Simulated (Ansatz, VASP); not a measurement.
One calculation of GdY2O2, two programs

```xyz
5
Lattice="3.4867 0.0000 0.0000 -1.7434 3.0196 0.0000 0.0000 0.0000 8.6731" Properties=species:S:1:pos:R:3 pbc="T T T"
Y     0.0000    2.0131    5.8490
Y     1.7434    1.0065    2.8240
Gd    0.0000    0.0000    0.0000
O     0.0000    2.0131    1.3427
O     1.7434    1.0065    7.3304
```

Change from the starting cell: species swapped into the CaCd2As2 type (P-3m1, No. 164).

Alike in both runs: functional PBE; k mesh 12 × 12 × 6; occupations gaussian, width 0.1 eV; collinear spin.

Ansatz relaxed the structure, and its values are those at the end. VASP's run is a single point on that final structure, the one shown.

|  | VASP | Ansatz |
| --- | --- | --- |
| version | VASP 6.6.1 | Ansatz 0.2.0 |
| potentials or method | VASP PAW PBE potentials, release 64 (Y_sv, Gd, O), cutoff 520 eV | scalar-relativistic, plane waves, PAW |
| valence electrons in the cell | 52 | 52 |

Ansatz gave:

```
gap on the k mesh at the Fermi level (eV)                     : none
pressure (GPa)                                                : 0.0
rms of the force components (eV/Å)                            : 0.000
net moment per atom (μB)                                      : 1.28
size of the moment on the site where the two differ most (μB) : 0.07
```

Problem. Estimate VASP's values.

Solution. gap on the k mesh at the Fermi level (eV): none; pressure (GPa): 0.0; rms of the force components (eV/Å): 0.006; net moment per atom (μB): 1.28; size of the moment on the site where the two differ most (μB): 0.15.

Site moments also hang on the region over which each program counts them. A gap of «none» marks a metal or a gap that the smearing closes.

Spin-orbit coupling is off throughout.
